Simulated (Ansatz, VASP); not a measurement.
# One calculation of Hf, two programs

```
Hf
1.0
     0.00000    2.23470    2.23470
     2.23470    0.00000    2.23470
     2.23470    2.23470    0.00000
Hf
1
Direct
  0.00000 0.00000 0.00000
```

Change from the starting cell: volume scaled by 1.02, PAW files.

Alike in both runs: task electric field gradients; functional LDA; k mesh 13 × 13 × 13; occupations fermi-dirac, width 0.03 eV; no spin polarisation.

|  | VASP | Ansatz |
| --- | --- | --- |
| version | VASP 6.6.1 | Ansatz 0.2.0 |
| potentials or method | VASP PAW LDA potentials, release 64 (Hf_pv) | PAW with Ansatz's default frozen-core files, scalar-relativistic |
| plane-wave cutoff (eV) | 520 | 420 |
| valence electrons in the cell | 10 | 26 |

|  | VASP | Ansatz | Ansatz less VASP |
| --- | --- | --- | --- |
| pressure (GPa) | -7.4 | -7.4 | 0.00 |

LDA's correlation is that of Perdew and Zunger in VASP and of Perdew and Wang (1992) in Ansatz. VASP's potentials hold 10 valence electrons a cell and Ansatz's 26, so a difference there can come from the potentials and not from the codes.

Spin-orbit coupling is off throughout.
